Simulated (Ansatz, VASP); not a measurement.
## NbH in VASP and in Ansatz

File POSCAR:

```
NbH
1.0
   -1.6333123551      1.6333123551      2.0168363072
    1.6333123551     -1.6333123551      2.0168363072
    1.6333123551      1.6333123551     -2.0168363072
Nb H
1 1
Direct
    0.0000000000      0.0000000000      0.0000000000
    0.5000000000      0.5000000000      0.0000000000
```

Contents of INCAR.step1:

```
SYSTEM = NbH
  PREC = Accurate
  ENCUT = 520
  ISMEAR = -1
  SIGMA = 0.1
  LREAL = .FALSE.
  LASPH = .TRUE.
  NELM = 80
  NBANDS = 14
  GGA = PE
  ALGO = Normal
  EDIFF = 1E-4
  LWAVE = .TRUE.
  LCHARG = .FALSE.
```

INCAR.step2

```
SYSTEM = NbH
  PREC = Accurate
  ENCUT = 520
  EDIFF = 1E-6
  ISMEAR = -1
  SIGMA = 0.1
  LREAL = .FALSE.
  LASPH = .TRUE.
  NELM = 80
  ALGO = Normal
  ISIF = 2
  LWAVE = .FALSE.
  LCHARG = .FALSE.
  METAGGA = R2SCAN
  LMIXTAU = .TRUE.
  NBANDS = 14
  ISTART = 1
```

File KPOINTS:

```
regular mesh
0
G
  10 10 10
  0 0 0
```

Input for Ansatz:

```yaml
crystal:
  lattice:
    - [-1.6333123551326243, 1.6333123551326243, 2.0168363072240707]
    - [1.6333123551326243, -1.6333123551326243, 2.0168363072240707]
    - [1.6333123551326243, 1.6333123551326243, -2.0168363072240707]
  atoms:
    - { symbol: Nb, position: [0.0, 0.0, 0.0] }
    - { symbol: H, position: [0.5, 0.5, 0.0] }
basis:
  ecutwfc: 600.0
kpoints:
  mp_grid:
    grid: [10, 10, 10]
hamiltonian:
  xc: r2scan
  pseudopotentials:
    kind: paw
scf:
  occupations:
    method: fermi_dirac
    width: 0.1
output:
  stress: true
```

Alike in both runs: task single point; functional r2SCAN; k mesh 10 × 10 × 10; occupations fermi-dirac, width 0.1 eV; no spin polarisation.

|  | VASP | Ansatz |
| --- | --- | --- |
| version | VASP 6.6.1 | Ansatz 0.2.0 |
| potentials or method | VASP PAW PBE potentials, release 64 (Nb_sv, H), cutoff 520 eV | plane waves, PAW |
| valence electrons in the cell | 14 | 14 |

```tsv
	VASP	Ansatz	Ansatz less VASP
pressure (GPa)	-12.0	-11.8	+0.24
traceless stress, the component that is largest in VASP (GPa)	-1.25	-1.29	-0.046
```

VASP's potentials were made for PBE, not for r2SCAN.
